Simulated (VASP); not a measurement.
Here is a VASP 6.6.1 calculation.

The input INCAR:

```
PREC = Accurate
ENCUT = 520
EDIFF = 1E-6
ISMEAR = 0
SIGMA = 0.15
LREAL = False
LASPH = True
NELM = 60
ALGO = Fast
ISIF = 2
LWAVE = False
LCHARG = False
NBANDS = 66
```

Contents of KPOINTS:

```
regular mesh
0
Gamma
  9 9 9
```

POSCAR

```
Ge
1.0
    4.9289000000      2.8457017418      2.1684000000
   -4.9289000000      2.8457017418      2.1684000000
    0.0000000000     -5.6914034836      2.1684000000
Ge
8
Direct
    0.7160372198      0.7160372198      0.7160372198
    0.2839627802      0.2839627802      0.2839627802
    0.0289443365      0.7253625346      0.5322921793
    0.5322921793      0.0289443365      0.7253625346
    0.7253625346      0.5322921793      0.0289443365
    0.9710556635      0.2746374654      0.4677078207
    0.4677078207      0.9710556635      0.2746374654
    0.2746374654      0.4677078207      0.9710556635
```

Potentials or basis: VASP PAW LDA potentials, release 64 (Ge_d).

Run with:

```console
$ cat potpaw_LDA.64/Ge_d/POTCAR > POTCAR
$ mpirun -np 1 vasp_std > vasp.out
```

Task: Predict the band gap on the k mesh.

Result: Zero (bands 56 and 57 overlap by 0.71 eV).

Task: What does it give for the pressure?

Result: -6.6 GPa.

Task: Predict the largest force.

Result: 0.772 eV/Å.

Stress tensor (GPa, compression positive):
```
 -3.65   0.00   0.00
  0.00  -3.65   0.00
  0.00   0.00 -12.61
```

Caveat: the stress differs along the axes, from -13 to -4 GPa; semilocal functionals underestimate gaps, and a narrow one can read as zero.
